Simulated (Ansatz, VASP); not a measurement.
HfB2 in VASP and in Ansatz

POSCAR

```
HfB2
1.0
    3.1400000000      0.0000000000      0.0000000000
   -1.5700000000      2.7193197679      0.0000000000
    0.0000000000      0.0000000000      3.4800000000
Hf B
1 2
Direct
    0.0000000000      0.0000000000      0.0000000000
    0.3333333333      0.6666666667      0.5000000000
    0.6666666667      0.3333333333      0.5000000000
```

INCAR.step1

```
PREC = Accurate
ENCUT = 520
ISMEAR = 0
SIGMA = 0.05
LREAL = F
LASPH = T
NELM = 60
NBANDS = 15
GGA = PE
ALGO = Normal
EDIFF = 1E-4
LWAVE = T
LCHARG = F
```

The input INCAR.step2:

```
PREC = Accurate
ENCUT = 520
EDIFF = 1E-6
ISMEAR = 0
SIGMA = 0.05
LREAL = F
LASPH = T
NELM = 60
ALGO = Normal
ISIF = 2
LWAVE = F
LCHARG = F
METAGGA = R2SCAN
LMIXTAU = T
NBANDS = 15
ISTART = 1
```

KPOINTS

```
regular mesh
0
Gamma
  12 12 10
```

Input for Ansatz:

```yaml
crystal:
  lattice:
    - [3.14, 0.0, 0.0]
    - [-1.57, 2.7193197679, 0.0]
    - [0.0, 0.0, 3.48]
  atoms:
    - { symbol: Hf, position: [0.0, 0.0, 0.0] }
    - { symbol: B, position: [0.3333333333, 0.6666666667, 0.5] }
    - { symbol: B, position: [0.6666666667, 0.3333333333, 0.5] }
basis:
  ecutwfc: 500
  fft_grid_basis: typed
kpoints:
  mp_grid: { grid: [12, 12, 10] }
hamiltonian:
  xc: r2scan
  pseudopotentials: { kind: paw }
scf:
  occupations: { method: gaussian, width: 0.05 }
output:
  forces: true
  stress: true
  eigenvalues: true
  bader: true
  write_density: true
  volumetric_format: npy
```

Alike in both runs: task single point; functional r2SCAN; k mesh 12 × 12 × 10; occupations gaussian, width 0.05 eV; no spin polarisation.

```csv
,VASP,Ansatz
version,VASP 6.6.1,Ansatz 0.2.0
potentials or method,"VASP PAW PBE potentials, release 64 (Hf_pv, B), cutoff 520 eV","scalar-relativistic, plane waves, PAW"
valence electrons in the cell,16,32
```

```csv
,VASP,Ansatz,Ansatz less VASP
gap on the k mesh at the Fermi level (eV),none,none,-
pressure (GPa),-1.3,-0.7,+0.61
"traceless stress, the component that is largest in VASP (GPa)",0.38,0.32,-0.068
```

VASP's potentials were made for PBE, not for r2SCAN. A gap of «none» marks a metal or a gap that the smearing closes. VASP's potentials hold 16 valence electrons a cell and Ansatz's 32, so a difference there can come from the potentials and not from the codes.

Neither program's run includes spin-orbit coupling.
